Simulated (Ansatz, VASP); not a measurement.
Two plane-wave programs on SnO2

```xyz
6
Lattice="4.9048 0.0000 0.0000 0.0000 4.9853 0.0000 0.0000 0.0000 3.3200" Properties=species:S:1:pos:R:3 pbc="T T T"
Sn    2.4524    2.4927    1.6600
Sn    0.0000    0.0000    0.0000
O     1.4315    1.6005    0.0000
O     3.8839    0.8922    1.6600
O     1.0209    4.0932    1.6600
O     3.4733    3.3848    0.0000
```

Alike in both runs: task single point; functional LDA; k mesh 4 × 4 × 6; no spin polarisation.

|  | VASP | Ansatz |
| --- | --- | --- |
| version | VASP 6.6.1 | Ansatz 0.2.0 |
| potentials or method | VASP PAW LDA potentials, release 64 (Sn_d, O), cutoff 520 eV | plane waves, PAW |
| occupations | gaussian, width 0.01 eV | fixed |
| valence electrons in the cell | 52 | 52 |

```csv
,VASP,Ansatz,Ansatz less VASP
pressure (GPa),-19.9,-20.5,-0.57
"traceless stress, the component that is largest in VASP (GPa)",-3.06,-3.29,-0.229
```

LDA's correlation is that of Perdew and Zunger in VASP and of Perdew and Wang (1992) in Ansatz.
